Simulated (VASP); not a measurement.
Input of a VASP 6.6.1 run:

Contents of INCAR:

```
SYSTEM = AlIn3Sb4
PREC = Accurate
ENCUT = 520
EDIFF = 1E-6
ISMEAR = 0
SIGMA = 0.1
LREAL = .False.
LASPH = .True.
NELM = 60
ALGO = Normal
ISIF = 2
LWAVE = .False.
LCHARG = .False.
GGA = PE
NBANDS = 41
```

KPOINTS

```
regular mesh
0
Gamma
  4 4 2
  0 0 0
```

Contents of POSCAR:

```
AlIn3Sb4
1.0
    4.6139793000      0.0000000000      0.0000000000
    0.0000000000      4.6139793000      0.0000000000
    0.0000000000      0.0000000000     13.0736708000
Al In Sb
1 3 4
Direct
    0.5000000000      0.5000000000      0.0000000000
    0.0000000000      0.0000000000      0.7576940000
    0.0000000000      0.0000000000      0.2423060000
    0.5000000000      0.5000000000      0.5000000000
    0.5000000000      0.0000000000      0.8875770000
    0.0000000000      0.5000000000      0.1124230000
    0.5000000000      0.0000000000      0.3710950000
    0.0000000000      0.5000000000      0.6289050000
```

Potentials or basis: VASP PAW PBE potentials, release 64 (Al, In_d, Sb).

Run with:

```sh
$ cat potpaw_PBE.64/Al/POTCAR potpaw_PBE.64/In_d/POTCAR potpaw_PBE.64/Sb/POTCAR > POTCAR
$ mpirun -np 1 vasp_std > vasp.out
```

(1) What does it give for the pressure?

(2) Predict the band gap on the k mesh.

(3) Predict the largest force.

## Answers

(1) 0.2 GPa.

(2) zero (filled and empty bands touch).

(3) 0.004 eV/Å.

Caveat: semilocal functionals underestimate gaps, so a narrow gap can read as zero; spin-orbit coupling is left out, which moves the levels of the heavy elements.
